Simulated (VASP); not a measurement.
**Au: single point with PBE**

The system is Au.

```
Au
1.0
     0.00000    1.98413    1.98413
     1.98413    0.00000    1.98413
     1.98413    1.98413    0.00000
Au
1
Direct
  0.00000 0.00000 0.00000
```

This cell differs from its parent crystal: strain -0.030 along x and y, -0.030 along z.

```json
{
 "Program": "VASP 6.6.1",
 "Task": "single point",
 "Functional": "PBE",
 "Potentials or basis": "VASP PAW PBE potentials, release 64 (Au)",
 "Cutoff": "520 eV",
 "k mesh": "20 × 20 × 20",
 "Occupations": "gaussian, width 0.15 eV",
 "Spin": "no spin polarisation"
}
```

```json
{"Pressure": "29.1 GPa", "Band gap on the k mesh": "zero (an odd number of electrons rules out a gap without spin polarisation)"}
```

Levels at points of the mesh, in eV from the Fermi level:
```tsv
k point	band 4	band 5	band 6	band 7	band 8	band 9
(0.00, 0.00, 0.00)	-5.21	-3.44	-3.44	14.34	18.85	18.85
(0.50, 0.00, 0.00)	-2.05	-2.05	-1.39	3.56	13.82	17.76
(0.50, 0.50, 0.00)	-1.67	-1.67	0.76	6.51	10.24	10.24
```

Wall time 46 s on 1 thread of Intel Xeon 8259CL (shared host), peak memory 0.18 GiB.

Caveat: the cell differs from its parent crystal (strain -0.030 along x and y, -0.030 along z); the cell stands under pressure; spin-orbit coupling is left out, which moves the levels of the heavy elements.
